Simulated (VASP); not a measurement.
The system is Fe.

```
Fe
1.0
    -1.44300    1.44300    1.44300
     1.44300   -1.44300    1.44300
     1.44300    1.44300   -1.44300
Fe
1
Cartesian
  0.0000 0.0000 0.0000
```

Program: VASP 6.6.1. Alike in all runs: task single point; potentials or basis VASP PAW PBE potentials, release 64 (Fe_sv); spin collinear, ferromagnetic start; cell as given.

Problem. Order these runs on this cell by their pressure, lowest first.
A. level PBE; k mesh 13 × 13 × 13; cutoff (eV) 690; smearing gaussian 0.013 eV
B. level PBEsol+D4+U; U Fe d U = 6.0 eV; k mesh 13 × 13 × 13; cutoff (eV) 690; smearing fermi-dirac 0.1 eV
C. level RPBE+U; U Fe d U = 4.5 eV; k mesh 13 × 13 × 13; cutoff (eV) 690; smearing methfessel-paxton 0.01 eV
D. level PBE; fixed moment (μB) 1.5; k mesh 11 × 11 × 11; cutoff (eV) 600; smearing fermi-dirac 0.05 eV

Solution. D (-22.7 GPa), A (-10.9 GPa), B (9.2 GPa), C (19.0 GPa).

Caveats: the cell stands under tension (at least some runs); the cell stands under pressure (at least some runs); the PAW data sets were made with another functional, which shifts forces and pressure a little (at least some runs); the U is typed as a test and isn't derived for this compound (at least some runs); the total moment is fixed, so each spin has its own Fermi level and the state may be an excited one (at least some runs).
